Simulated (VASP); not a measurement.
# TiW3 (P-6m2) in VASP: single point with PBE

Aim: the single point of TiW3 with PBE.

Program: VASP 6.6.1. These are calculated values, not measurements. Logs are shortened: lines on timing, memory, paths and dates and some standing lists are left out, and cuts for length are marked.

## Step 1: The cell of the first run

The structure is hexagonal, space group P-6m2 (No. 187). The conventional cell has a = 2.679 Å, b = 2.679 Å, c = 10.660 Å, α = 90.00°, β = 90.00°, γ = 120.00°. Within 3.5 Å of Ti (site symmetry -6m2) lie 6 Ti at 2.68 Å and 6 W at 3.08 Å. Within 3.5 Å of W (site symmetry 3m) lie 9 W at 2.68 to 3.08 Å and 3 Ti at 3.08 Å. W (site symmetry -6m2) has 12 W at 2.68 to 3.08 Å within 3.5 Å.

## Step 2: Single point, PBE

File INCAR:

```
PREC = Accurate
ENCUT = 520
EDIFF = 1E-6
ISMEAR = 0
SIGMA = 0.1
LREAL = False
LASPH = True
NELM = 80
ALGO = Normal
ISIF = 2
LWAVE = False
LCHARG = False
GGA = PE
NBANDS = 35
```

File KPOINTS:

```
regular mesh
0
Gamma
  6 6 2
```

File POSCAR:

```
TiW3
1.0
    2.6789225300      0.0000000000      0.0000000000
   -1.3394612600      2.3200149600      0.0000000000
    0.0000000000      0.0000000000     10.6595097500
Ti W
1 3
Direct
    0.6666666700      0.3333333300      0.5000000000
    0.3333333300      0.6666666700      0.7500000000
    0.3333333300      0.6666666700      0.2500000000
    0.6666666700      0.3333333300      0.0000000000
```

Potentials or basis: VASP PAW PBE potentials, release 64 (Ti_sv, W_sv).

Started as:

```bash
cat potpaw_PBE.64/Ti_sv/POTCAR potpaw_PBE.64/W_sv/POTCAR > POTCAR
mpirun -np 1 vasp_std > vasp.out
```

OUTCAR:

```text
PREC = Accurate
   ENCUT = 520
   EDIFF = 1E-6
   ISMEAR = 0
   LREAL = False
   LASPH = True
   NELM = 80
   ISIF = 2
   GGA = PE

 ion  position               nearest neighbor table
   1  0.667  0.333  0.500-   2 3.08   3 3.08   2 3.08   3 3.08   2 3.08   3 3.08
   2  0.333  0.667  0.750-   1 3.08   4 3.08   1 3.08   4 3.08   1 3.08   4 3.08
   3  0.333  0.667  0.250-   1 3.08   4 3.08   1 3.08   4 3.08   1 3.08   4 3.08
   4  0.667  0.333  0.000-   2 3.08   3 3.08   2 3.08   3 3.08   2 3.08   3 3.08

  LATTYP: Found a hexagonal cell.
 ALAT       =     2.6789225300
 C/A-ratio  =     3.9790287441

  Lattice vectors:

 A1 = (   2.6789225300,   0.0000000000,   0.0000000000)
 A2 = (  -1.3394612600,   2.3200149600,   0.0000000000)
 A3 = (   0.0000000000,   0.0000000000,  10.6595097500)

Analysis of symmetry for initial positions (statically):
=====================================================================
 Subroutine PRICEL returns:
 Original cell was already a primitive cell.

 Routine SETGRP: Setting up the symmetry group for a
 hexagonal supercell.

 Subroutine GETGRP returns: Found 12 space group operations
 (whereof 12 operations were pure point group operations)
 out of a pool of 24 trial point group operations.

The static configuration has the point symmetry D_3h.

Analysis of symmetry for dynamics (positions and initial velocities):
=====================================================================
 Subroutine PRICEL returns:
 Original cell was already a primitive cell.

 Routine SETGRP: Setting up the symmetry group for a
 hexagonal supercell.

 Subroutine GETGRP returns: Found 12 space group operations
 (whereof 12 operations were pure point group operations)
 out of a pool of 24 trial point group operations.

The dynamic configuration has the point symmetry D_3h.

 Subroutine INISYM returns: Found 12 space group operations
 (whereof 12 operations are pure point group operations),
 and found     1 'primitive' translations

----------------------------------------------------------------------------------------

                                     Primitive cell

  volume of cell :      66.2503

  direct lattice vectors                    reciprocal lattice vectors
     2.678922530  0.000000000  0.000000000     0.373284404  0.215515851  0.000000000
    -1.339461260  2.320014960  0.000000000     0.000000000  0.431031703  0.000000000
     0.000000000  0.000000000 10.659509750     0.000000000  0.000000000  0.093812945

  length of vectors
     2.678922530  2.678922523 10.659509750     0.431031702  0.431031703  0.093812945

  position of ions in fractional coordinates (direct lattice)
     0.666666670  0.333333330  0.500000000
     0.333333330  0.666666670  0.750000000
     0.333333330  0.666666670  0.250000000
     0.666666670  0.333333330  0.000000000

  ion indices of the primitive-cell ions
   primitive index   ion index
                 1           1
                 2           2
                 3           3
                 4           4

----------------------------------------------------------------------------------------

 KPOINTS: regular mesh

Automatic generation of k-mesh.
 Grid dimensions read from file:
 generate k-points for:    6    6    2

 Generating k-lattice:

  Cartesian coordinates                     Fractional coordinates (reciprocal lattice)
     0.062214067  0.035919308  0.000000000     0.166666667  0.000000000  0.000000000
     0.000000000  0.071838617  0.000000000     0.000000000  0.166666667  0.000000000
     0.000000000  0.000000000  0.046906472     0.000000000  0.000000000  0.500000000

  Length of vectors
     0.071838617  0.071838617  0.046906472

  Shift w.r.t. Gamma in fractional coordinates (k-lattice)
     0.000000000  0.000000000  0.000000000

 Subroutine IBZKPT returns following result:
 ===========================================

 Found     14 irreducible k-points:

 Following reciprocal coordinates:
            Coordinates               Weight
  0.000000  0.000000  0.000000      1.000000
  0.166667  0.000000  0.000000      6.000000
  0.333333  0.000000  0.000000      6.000000
  0.500000  0.000000  0.000000      3.000000
  0.166667  0.166667  0.000000      6.000000
  0.333333  0.166667  0.000000     12.000000
  0.333333  0.333333  0.000000      2.000000
  0.000000  0.000000  0.500000      1.000000
  0.166667  0.000000  0.500000      6.000000
  0.333333  0.000000  0.500000      6.000000
  0.500000  0.000000  0.500000      3.000000
  0.166667  0.166667  0.500000      6.000000
  0.333333  0.166667  0.500000     12.000000
  0.333333  0.333333  0.500000      2.000000
   k-points           NKPTS =     14   k-points in BZ     NKDIM =     14   number of bands    NBANDS=     35
   number of dos      NEDOS =    301   number of ions     NIONS =      4
   total plane-waves  NPLWV =  32000
   dimension x,y,z NGX =    20 NGY =   20 NGZ =   80
   dimension x,y,z NGXF=    40 NGYF=   40 NGZF=  160
   ions per type =               1   3
   NGX,Y,Z   is equivalent  to a cutoff of  12.41, 12.41, 12.48 a.u.
   NGXF,Y,Z  is equivalent  to a cutoff of  24.82, 24.82, 24.95 a.u.
 SYSTEM =  unknown system
   PREC   = accura    normal or accurate (medium, high low for compatibility)
   ISTART =      0    job   : 0-new  1-cont  2-samecut
   ICHARG =      2    charge: 1-file 2-atom 10-const
   ISPIN  =      1    spin polarized calculation?
   LNONCOLLINEAR =      F non collinear calculations
   LSORBIT =      F    spin-orbit coupling
   LASPH  =      T    aspherical Exc in radial PAW
   ENCUT  =  520.0 eV  38.22 Ry    6.18 a.u.   4.98  4.98 19.82*2*pi/ulx,y,z
   NELM   =     80;   NELMIN=  2; NELMDL= -5     # of ELM steps
   EDIFF  = 0.1E-05   stopping-criterion for ELM
   LREAL  =      F    real-space projection
   EDIFFG = 0.1E-04   stopping-criterion for IOM
   NSW    =      0    number of steps for IOM
   IBRION =     -1    ionic relax: 0-MD 1-quasi-New 2-CG
   NFREE  =      0    steps in history (QN), initial steepest desc. (CG)
   ISIF   =      2    stress and relaxation
   ISYM   =      2    0-nonsym 1-usesym 2-fastsym
   POTIM  = 0.5000    time-step for ionic-motion
   TEBEG  =    0.0;   TEEND  =   0.0 temperature during run
   PSTRESS=    0.0 pullay stress
   NELECT =      54.0000    total number of electrons
   NUPDOWN=      -1.0000    fix difference up-down
   EMIN   =  10.00;   EMAX   =-10.00  energy-range for DOS
   EFERMI =   0.00;   METHOD = LEGACY
   ISMEAR =     0;   SIGMA  =   0.10  broadening in eV -4-tet -1-fermi 0-gaus
   EFERMI_NEDOS =   21; number of points for ismear=-14 and -15
   IALGO  =     38    algorithm
   IMIX   =      4    mixing-type and parameters
     AMIX     =   0.40;   BMIX     =  1.00
     AMIX_MAG =   1.60;   BMIX_MAG =  1.00
  volume/ion in A,a.u.               =      16.56       111.77
  Fermi-wavevector in a.u.,A,eV,Ry     =   1.529244  2.889852 31.818397  2.338586
  Thomas-Fermi vector in A             =   2.636891
   LORBIT       =      0    0 simple, 1 ext, 2 COOP (PROOUT), +10 PAW based schemes
   GGA     = PE    functional components
   LHFCALC =     F    Hartree Fock is set to
   AEXX    =    0.0000 exact exchange contribution
   IVDW    =     0    specifies the selected vdW correction
   LEPSILON=     F    determine dielectric tensor
   LRPA    =     F    only Hartree local field effects (RPA)
 non-spin polarized calculation
 Gauss-broadening in eV      SIGMA  =   0.10
  energy-cutoff  :      520.00
  volume of cell :       66.25
 maximum number of plane-waves:      1812
 NGX is ok and might be reduce to    20
   NGX =  9   NGY =  9   NGZ = 39

 number of electron      53.9999992 magnetization

 Free energy of the ion-electron system (eV)
  ---------------------------------------------------
  ext. energy  EPLUGINS =         0.00000000
  ---------------------------------------------------
  free energy    TOTEN  =       -44.37092343 eV

  energy without entropy =      -44.33110155  energy(sigma->0) =      -44.35101249

 E-fermi :  10.0228     XC(G=0): -12.9284

 val. band max:       10.0020078121   @ k =   0.3333   0.1667   0.5000
 cond. band min:      10.0313152994   @ k =   0.5000   0.0000   0.0000
 fundamental gap:      0.0293074873
 Fermi energy:        10.0227909621

 k-point     1 :       0.0000    0.0000    0.0000
  band No.  band energies     occupation
      1     -63.7848      2.00000
      2     -63.7754      2.00000
      3     -63.7563      2.00000
      4     -46.4251      2.00000
      5     -28.3311      2.00000
      6     -28.1146      2.00000
[... 27 lines left out ...]
     34      13.0320      0.00000
     35      13.6274      0.00000

 k-point     2 :       0.1667    0.0000    0.0000
  band No.  band energies     occupation
      1     -63.7447      2.00000
      2     -63.7368      2.00000
      3     -63.7192      2.00000
      4     -46.3743      2.00000
      5     -28.2475      2.00000
      6     -28.0605      2.00000
[... 27 lines left out ...]
     34      12.3913      0.00000
     35      13.2021      0.00000

 k-point     3 :       0.3333    0.0000    0.0000
  band No.  band energies     occupation
      1     -63.6631      2.00000
      2     -63.6589      2.00000
      3     -63.6450      2.00000
      4     -46.2709      2.00000
      5     -28.3733      2.00000
      6     -28.3668      2.00000
[... 27 lines left out ...]
     34      13.1032      0.00000
     35      13.7306      0.00000
[... 343 lines left out ...]
 k-point    13 :       0.3333    0.1667    0.5000
  band No.  band energies     occupation
      1     -63.6213      2.00000
      2     -63.6196      2.00000
      3     -63.6083      2.00000
      4     -46.2186      2.00000
      5     -28.5453      2.00000
      6     -28.5343      2.00000
[... 27 lines left out ...]
     34      12.6513      0.00000
     35      14.2785      0.00000

 k-point    14 :       0.3333    0.3333    0.5000
  band No.  band energies     occupation
      1     -63.5999      2.00000
      2     -63.5999      2.00000
      3     -63.5903      2.00000
      4     -46.1923      2.00000
      5     -28.2991      2.00000
      6     -28.2825      2.00000
[... 27 lines left out ...]
     34      13.2627      0.00000
     35      13.2882      0.00000

------------------------ aborting loop because EDIFF is reached ----------------------------------------

  FORCE on cell =-STRESS in cart. coord.  units (eV):
  Direction    XX          YY          ZZ          XY          YZ          ZX
  --------------------------------------------------------------------------------------
  -------------------------------------------------------------------------------------
  Total        8.1243166      8.1243165     -8.3984056      0.0000000      0.0000000      0.0000000
  in kB      196.4758824    196.4758814   -203.1043634      0.0000004      0.0000000      0.0000000
  external PRESSURE =      63.2824668 kB  Pullay stress =       0.0000000 kB

 VOLUME and BASIS-vectors are now :
 -----------------------------------------------------------------------------
  energy-cutoff  :      520.00
  volume of cell :       66.25
      direct lattice vectors                 reciprocal lattice vectors
     2.678922530  0.000000000  0.000000000     0.373284404  0.215515851  0.000000000
    -1.339461260  2.320014960  0.000000000     0.000000000  0.431031703  0.000000000
     0.000000000  0.000000000 10.659509750     0.000000000  0.000000000  0.093812945

 POSITION                                       TOTAL-FORCE (eV/Angst)
 -----------------------------------------------------------------------------------
      1.33946      0.77334      5.32975        -0.000000      0.000000      0.000000
     -0.00000      1.54668      7.99463         0.000000     -0.000000      0.578021
     -0.00000      1.54668      2.66488         0.000000     -0.000000     -0.578021
      1.33946      0.77334      0.00000         0.000000     -0.000000      0.000000
 -----------------------------------------------------------------------------------
    total drift:                               -0.000013      0.000007      0.000000

  FREE ENERGIE OF THE ION-ELECTRON SYSTEM (eV)
  ---------------------------------------------------
  free  energy   TOTEN  =       -44.3709234317 eV

  energy  without entropy=      -44.3311015513  energy(sigma->0) =      -44.35101249
```

Wall time 21 s (1 thread of Intel Xeon 6975P-C (Granite Rapids), shared host); peak memory 0.19 GiB.

What came out:

| Property | Result |
| --- | --- |
| Free energy | -44.3709 eV |
| Pressure | 6.3 GPa |
| Largest force | 0.578 eV/Å |
| Band gap on the k mesh | zero (band 27 reaches 11.15 eV, above the bottom of band 28 at 9.64 eV) |

Forces in eV/Å, atoms in the order of the input:
```
Ti   0.000  0.000  0.000
W    0.000  0.000  0.578
W    0.000  0.000 -0.578
W    0.000  0.000  0.000
```

Stress tensor (GPa, compression positive):
```
 19.65   0.00   0.00
  0.00  19.65   0.00
  0.00   0.00 -20.31
```

Caveat: the k points lie up to 0.45 Å⁻¹ apart; spin-orbit coupling is left out, which moves the levels of the heavy elements.
